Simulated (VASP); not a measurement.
Hf, 3 atoms in the cell. It takes space group P6/mmm (No. 191, hexagonal). The conventional cell has a = 4.850 Å, b = 4.850 Å, c = 3.027 Å, α = 90.00°, β = 90.00°, γ = 120.00°. Hf (site symmetry 6/mmm) has 14 Hf at 3.03 to 3.18 Å within 4.0 Å. Hf (site symmetry -6m2) has 11 Hf at 2.80 to 3.18 Å within 3.7 Å. 

- Program: VASP 6.6.1
- Task: single point
- Functional: PBEsol
- Potentials or basis: VASP PAW PBE potentials, release 64 (Hf_pv)
- Cutoff: 520 eV
- k mesh: 6 × 6 × 9
- Occupations: fermi-dirac, width 0.05 eV
- Spin: no spin polarisation
- Dipole correction: no
- Further INCAR settings: ALGO = Normal; EDIFF = 1e-07; NBANDS = 22

Potentials or basis: VASP PAW PBE potentials, release 64 (Hf_pv).

The run is started by

```sh
$ cat potpaw_PBE.64/Hf_pv/POTCAR > POTCAR
$ mpirun -np 1 vasp_std > vasp.out
```

Hardware: 1 thread of Intel(R) Xeon(R) 6975P-C (Granite Rapids), on a shared host.

Task: How long does it take, and how much memory?

Result: Wall time 17 s on 1 thread of Intel(R) Xeon(R) 6975P-C (Granite Rapids), on a shared host, peak memory 0.19 GiB. Counts: scf iterations 15, k points 35.
